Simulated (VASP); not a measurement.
Write the native input for VASP 6.6.1 that does the following.

```
Task                   : single point
Functional             : PBE
Potentials or basis    : VASP PAW PBE potentials, release 64 (Pb_d)
Cutoff                 : 520 eV
k mesh                 : 7 × 7 × 10
Occupations            : fermi-dirac, width 0.1 eV
Spin                   : no spin polarisation
Dipole correction      : no
Further INCAR settings : ALGO = Normal; EDIFF = 1e-06; NBANDS = 28
```

The structure of Pb lies in POSCAR:

```
Pb
1.0
    5.6183335270      0.0000000000      0.0000000000
   -2.8091667635      4.8656195613      0.0000000000
    0.0000000000      0.0000000000      3.3952490566
Pb
3
Direct
    0.0000000000      0.0000000000      0.0000000000
    0.3333333333      0.6666666667      0.5000000000
    0.6666666667      0.3333333333      0.5000000000
```

This cell differs from its parent crystal: volume scaled by 0.96.

These files were run (other wordings do the same):

INCAR

```
SYSTEM = Pb
PREC     = Accurate       ! precision mode
ENCUT    = 520            ! plane-wave cutoff, eV
EDIFF    = 1E-6           ! SCF threshold, eV
ISMEAR   = -1             ! smearing method
SIGMA    = 0.1            ! smearing width, eV
LREAL    = .FALSE.        ! projectors in reciprocal space
LASPH    = .TRUE.         ! aspherical terms in the spheres
NELM     = 60             ! most SCF steps
ALGO     = Normal         ! electronic algorithm
ISIF     = 2              ! what is computed and relaxed
LWAVE    = .FALSE.        ! write WAVECAR
LCHARG   = .TRUE.         ! write CHGCAR
GGA      = PE             ! functional
LELF     = .TRUE.         ! ELF
LVHAR    = .TRUE.       
NBANDS   = 28             ! bands
```

KPOINTS

```
Automatic mesh
0
G
  7 7 10
  0 0 0
```

Potentials or basis: VASP PAW PBE potentials, release 64 (Pb_d).

Command:

```sh
$ cat potpaw_PBE.64/Pb_d/POTCAR > POTCAR
$ mpirun -np 1 vasp_std > vasp.out
```

Results of the run:

```json
{
 "Pressure": "1.7 GPa",
 "Band gap on the k mesh": "zero (band 21 reaches 8.99 eV, above the bottom of band 22 at 5.06 eV)"
}
```

Caveat: spin-orbit coupling is left out, which moves the levels of the heavy elements.

Run time: 76 s on 1 thread of Intel Xeon 6975P-C, with other jobs on the host, peak memory 0.26 GiB.
